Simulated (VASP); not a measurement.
# Pd (I4_1/amd) in VASP: relaxation of cell and atoms with PBEsol

Aim: the relaxation of cell and atoms of Pd with PBEsol.

Program: VASP 6.6.1. These are calculated values, not measurements. Logs are shortened: lines on timing, memory, paths and dates and some standing lists are left out, and cuts for length are marked.

### 1 The cell of the first run

It takes space group I4_1/amd (No. 141, tetragonal). Conventional cell: a = 4.837 Å, b = 4.837 Å, c = 2.641 Å, α = 90.00°, β = 90.00°, γ = 90.00°. Within 3.3 Å of Pd (site symmetry -4m2) lie 10 Pd at 2.51 to 3.13 Å.

### 2 Relaxation of cell and atoms, PBEsol

The input, INCAR:

```
ALGO = Normal
EDIFF = 1E-6
EDIFFG = -0.01
ENCUT = 600
GGA = PS
IBRION = 2
ISIF = 3
ISMEAR = -1
ISYM = 0
LASPH = T
LCHARG = F
LREAL = F
LWAVE = F
NELM = 80
NSW = 80
PREC = Accurate
SIGMA = 0.1
```

The input, KPOINTS:

```
k-points
0
Gamma
  13 13 9
```

The input, POSCAR:

```
Pd
1.0
   -2.4185932053      2.4185932053      1.3205518901
    2.4185932053     -2.4185932053      1.3205518901
    2.4185932053      2.4185932053     -1.3205518901
Pd
2
Direct
    0.0000000000      0.0000000000      0.0000000000
    0.7500000000      0.2500000000      0.5000000000
```

Potentials or basis: VASP PAW PBE potentials, release 64 (Pd).

Launch:

```console
$ cat potpaw_PBE.64/Pd/POTCAR > POTCAR
$ mpirun -np 1 vasp_std > vasp.out
```

OUTCAR:

```text
EDIFF = 1E-6
   EDIFFG = -0.01
   ENCUT = 600
   GGA = PS
   IBRION = 2
   ISIF = 3
   ISMEAR = -1
   ISYM = 0
   LASPH = T
   LREAL = F
   NELM = 80
   NSW = 80
   PREC = Accurate

 ion  position               nearest neighbor table
   1  0.000  0.000  0.000-   2 2.51   2 2.51   2 2.51   2 2.51   2 3.13   2 3.13   2 3.13   2 3.13

   2  0.750  0.250  0.500-   1 2.51   1 2.51   1 2.51   1 2.51   1 3.13   1 3.13   1 3.13   1 3.13

IMPORTANT INFORMATION: All symmetrisations will be switched off!
NOSYMM: (Re-)initialisation of all symmetry stuff for point group C_1.

----------------------------------------------------------------------------------------

                                     Primitive cell

  volume of cell :      30.8988

  direct lattice vectors                    reciprocal lattice vectors
    -2.418593205  2.418593205  1.320551890     0.000000000  0.206731748  0.378629574
     2.418593205 -2.418593205  1.320551890     0.206731748  0.000000000  0.378629574
     2.418593205  2.418593205 -1.320551890     0.206731748  0.206731748  0.000000000

  length of vectors
     3.666475621  3.666475621  3.666475621     0.431391203  0.431391203  0.292362841

  position of ions in fractional coordinates (direct lattice)
     0.000000000  0.000000000  0.000000000
     0.750000000  0.250000000  0.500000000

  ion indices of the primitive-cell ions
   primitive index   ion index
                 1           1
                 2           2

----------------------------------------------------------------------------------------

 KPOINTS: k-points

Automatic generation of k-mesh.
 Grid dimensions read from file:
 generate k-points for:   13   13    9

 Generating k-lattice:

  Cartesian coordinates                     Fractional coordinates (reciprocal lattice)
     0.000000000  0.015902442  0.029125352     0.076923077  0.000000000  0.000000000
     0.015902442  0.000000000  0.029125352     0.000000000  0.076923077  0.000000000
     0.022970194  0.022970194  0.000000000     0.000000000  0.000000000  0.111111111

  Length of vectors
     0.033183939  0.033183939  0.032484760

  Shift w.r.t. Gamma in fractional coordinates (k-lattice)
     0.000000000  0.000000000  0.000000000

 -----------------------------------------------------------------------------
|                                                                             |
|           W    W    AA    RRRRR   N    N  II  N    N   GGGG   !!!           |
|           W    W   A  A   R    R  NN   N  II  NN   N  G    G  !!!           |
|           W    W  A    A  R    R  N N  N  II  N N  N  G       !!!           |
|           W WW W  AAAAAA  RRRRR   N  N N  II  N  N N  G  GGG   !            |
|           WW  WW  A    A  R   R   N   NN  II  N   NN  G    G                |
|           W    W  A    A  R    R  N    N  II  N    N   GGGG   !!!           |
|                                                                             |
|     Your reciprocal lattice and k-lattice belong to different lattice       |
|     classes:                                                                |
|                                                                             |
|        The reciprocal lattice is body-centered tetragonal,                  |
|        whereas your k-lattice is base-centered monoclinic.                  |
|                                                                             |
|     Results are often still useful ...                                      |
|                                                                             |
 -----------------------------------------------------------------------------

 WARNING: IBZKPT: internal override: KBLOWUP is changed to .FALSE.
      ... skipping the blow-up phase ...

 Subroutine IBZKPT returns following result:
 ===========================================

 Found    761 irreducible k-points:

 Following reciprocal coordinates:
            Coordinates               Weight
  0.000000  0.000000  0.000000      1.000000
  0.076923 -0.000000 -0.000000      2.000000
  0.153846 -0.000000 -0.000000      2.000000
  0.230769 -0.000000 -0.000000      2.000000
  0.307692 -0.000000 -0.000000      2.000000
  0.384615  0.000000 -0.000000      2.000000
[... 16 lines left out ...]
  0.153846  0.153846  0.000000      2.000000
  0.230769  0.153846  0.000000      2.000000
 [... further k-points ...]
   k-points           NKPTS =    761   k-points in BZ     NKDIM =    761   number of bands    NBANDS=     14
   number of dos      NEDOS =    301   number of ions     NIONS =      2
   total plane-waves  NPLWV =  27000
   dimension x,y,z NGX =    30 NGY =   30 NGZ =   30
   dimension x,y,z NGXF=    60 NGYF=   60 NGZF=   60
   ions per type =               2
   NGX,Y,Z   is equivalent  to a cutoff of  13.60, 13.60, 13.60 a.u.
   NGXF,Y,Z  is equivalent  to a cutoff of  27.21, 27.21, 27.21 a.u.
 SYSTEM =  unknown system
   PREC   = accura    normal or accurate (medium, high low for compatibility)
   ISTART =      0    job   : 0-new  1-cont  2-samecut
   ICHARG =      2    charge: 1-file 2-atom 10-const
   ISPIN  =      1    spin polarized calculation?
   LNONCOLLINEAR =      F non collinear calculations
   LSORBIT =      F    spin-orbit coupling
   LASPH  =      T    aspherical Exc in radial PAW
   ENCUT  =  600.0 eV  44.10 Ry    6.64 a.u.   7.32  7.32  7.32*2*pi/ulx,y,z
   NELM   =     80;   NELMIN=  2; NELMDL= -5     # of ELM steps
   EDIFF  = 0.1E-05   stopping-criterion for ELM
   LREAL  =      F    real-space projection
   EDIFFG = -.1E-01   stopping-criterion for IOM
   NSW    =     80    number of steps for IOM
   IBRION =      2    ionic relax: 0-MD 1-quasi-New 2-CG
   NFREE  =      1    steps in history (QN), initial steepest desc. (CG)
   ISIF   =      3    stress and relaxation
   ISYM   =      0    0-nonsym 1-usesym 2-fastsym
   POTIM  = 0.5000    time-step for ionic-motion
   TEBEG  =    0.0;   TEEND  =   0.0 temperature during run
   PSTRESS=    0.0 pullay stress
   NELECT =      20.0000    total number of electrons
   NUPDOWN=      -1.0000    fix difference up-down
   EMIN   =  10.00;   EMAX   =-10.00  energy-range for DOS
   EFERMI =   0.00;   METHOD = LEGACY
   ISMEAR =    -1;   SIGMA  =   0.10  broadening in eV -4-tet -1-fermi 0-gaus
   EFERMI_NEDOS =   21; number of points for ismear=-14 and -15
   IALGO  =     38    algorithm
   IMIX   =      4    mixing-type and parameters
     AMIX     =   0.40;   BMIX     =  1.00
     AMIX_MAG =   1.60;   BMIX_MAG =  1.00
  volume/ion in A,a.u.               =      15.45       104.26
  Fermi-wavevector in a.u.,A,eV,Ry     =   1.416134  2.676106 27.285620  2.005436
  Thomas-Fermi vector in A             =   2.537500
   LORBIT       =      0    0 simple, 1 ext, 2 COOP (PROOUT), +10 PAW based schemes
   GGA     = PS    functional components
   LHFCALC =     F    Hartree Fock is set to
   AEXX    =    0.0000 exact exchange contribution
   IVDW    =     0    specifies the selected vdW correction
   LEPSILON=     F    determine dielectric tensor
   LRPA    =     F    only Hartree local field effects (RPA)
 conjugate gradient relaxation of ions
 non-spin polarized calculation
  energy-cutoff  :      600.00
  volume of cell :       30.90
 maximum number of plane-waves:      1051
 NGX is ok and might be reduce to    30
   NGX = 15   NGY = 15   NGZ = 15

--------------------------------------- Ionic step        1  -------------------------------------------

 number of electron      19.9999996 magnetization

 Free energy of the ion-electron system (eV)
  ---------------------------------------------------
  ext. energy  EPLUGINS =         0.00000000
  ---------------------------------------------------
  free energy    TOTEN  =       -11.13840906 eV

  energy without entropy =      -11.06076290  energy(sigma->0) =      -11.09958598

------------------------ aborting loop because EDIFF is reached ----------------------------------------

  FORCE on cell =-STRESS in cart. coord.  units (eV):
  Direction    XX          YY          ZZ          XY          YZ          ZX
  --------------------------------------------------------------------------------------
  -------------------------------------------------------------------------------------
  Total        1.4814435      1.4814474      0.6152759     -0.0077860      0.0002271      0.0002271
  in kB       76.8165062     76.8167086     31.9035756     -0.4037250      0.0117774      0.0117757
  external PRESSURE =      61.8455968 kB  Pullay stress =       0.0000000 kB
[... 165 lines left out ...]
  energy  without entropy=      -11.0810016909  energy(sigma->0) =      -11.12169479

--------------------------------------- Ionic step        6  -------------------------------------------

 number of electron      20.0000004 magnetization

 Free energy of the ion-electron system (eV)
  ---------------------------------------------------
  ext. energy  EPLUGINS =         0.00000000
  ---------------------------------------------------
  free energy    TOTEN  =       -11.16239201 eV

  energy without entropy =      -11.08098819  energy(sigma->0) =      -11.12169010

 E-fermi :   8.5792     XC(G=0): -12.8192

 val. band max:        8.5778456545   @ k =   0.0769   0.3077   0.2222
 cond. band min:       8.5804363888   @ k =  -0.0769  -0.0769   0.1111
 fundamental gap:      0.0025907343
 Fermi energy:         8.5792355416

 k-point     1 :       0.0000    0.0000    0.0000
  band No.  band energies     occupation
      1       1.7921      2.00000
      2       3.3369      2.00000
      3       3.8817      2.00000
      4       4.4341      2.00000
      5       4.7675      2.00000
      6       7.3623      1.99999
      7       7.3627      1.99999
      8       7.4107      1.99998
      9       7.4112      1.99998
     10       8.6295      0.75405
     11       9.4510      0.00033
     12      14.7645      0.00000
     13      14.7762      0.00000
     14      22.1465      0.00000
[... 375 lines left out ...]
 k-point    24 :       0.2308    0.1538    0.0000
  band No.  band energies     occupation
      1       3.8623      2.00000
      2       3.9326      2.00000
      3       4.7505      2.00000
      4       5.1807      2.00000
      5       5.5553      2.00000
      6       6.0376      2.00000
      7       6.3078      2.00000
      8       8.0463      1.99035
      9       8.1996      1.95609
     10       8.5418      1.18517
     11       9.0747      0.01401
     12      16.3356      0.00000
     13      17.7840      0.00000
     14      18.2960      0.00000

 [... further k-points ...]

------------------------ aborting loop because EDIFF is reached ----------------------------------------

  FORCE on cell =-STRESS in cart. coord.  units (eV):
  Direction    XX          YY          ZZ          XY          YZ          ZX
  --------------------------------------------------------------------------------------
  -------------------------------------------------------------------------------------
  Total        0.0173148      0.0173157      0.0149338     -0.0089378     -0.0000141     -0.0000140
  in kB        0.8685475      0.8685888      0.7491103     -0.4483361     -0.0007061     -0.0007034
  external PRESSURE =       0.8287489 kB  Pullay stress =       0.0000000 kB
[... 17 lines left out ...]
  FREE ENERGIE OF THE ION-ELECTRON SYSTEM (eV)
  ---------------------------------------------------
  free  energy   TOTEN  =       -11.1623920059 eV

  energy  without entropy=      -11.0809881900  energy(sigma->0) =      -11.12169010

 reached required accuracy - stopping structural energy minimisation
```

Run time: 26 min. Hardware: 1 thread of Oxide Virtual Turin-like, shared host; peak memory 0.45 GiB.

What came out:

* Free energy: -11.1624 eV
* Relaxed volume: 15.97 Å³/atom
* Relaxed cell: a = 3.720 Å, b = 3.720 Å, c = 3.718 Å, α = 97.25°, β = 97.25°, γ = 138.38°
* Space group after relaxing (to 0.1 Å): I4_1/amd (No. 141)
* Energy gained by relaxing: 12.0 meV/atom
* Ionic steps: 6
* Pressure after relaxing: 0.1 GPa
* Band gap on the k mesh: zero (bands 10 and 11 overlap by 1.08 eV)

The path:
| step | energy change (eV) | largest force (eV/Å) | pressure (GPa) | volume (Å³) |
| --- | --- | --- | --- | --- |
| 1 | 0.0000 | 0.0002 | 6.18 | 30.90 |
| 2 | 0.0175 | 0.0001 | -7.41 | 33.64 |
| 3 | -0.0231 | 0.0001 | -0.43 | 32.03 |
| 4 | -0.0231 | 0.0001 | -0.23 | 32.00 |
| 5 | -0.0240 | 0.0000 | 0.09 | 31.94 |
| 6 | -0.0240 | 0.0000 | 0.08 | 31.94 |

Final structure:
```
Pd
1.0
    -2.45876    2.45877    1.32143
     2.45877   -2.45876    1.32143
     2.45761    2.45761   -1.32142
Pd
2
Direct
  0.00000 0.00000 0.00000
  0.75000 0.25000 0.50000
```

Levels at points of the mesh, in eV from the Fermi level:
```csv
k point,band 8,band 9,band 10,band 11,band 12,band 13
"(0.00, 0.00, 0.00)",-1.17,-1.17,0.05,0.87,6.19,6.20
```

Caveat: the PAW data sets were made with another functional, which shifts forces and pressure a little.
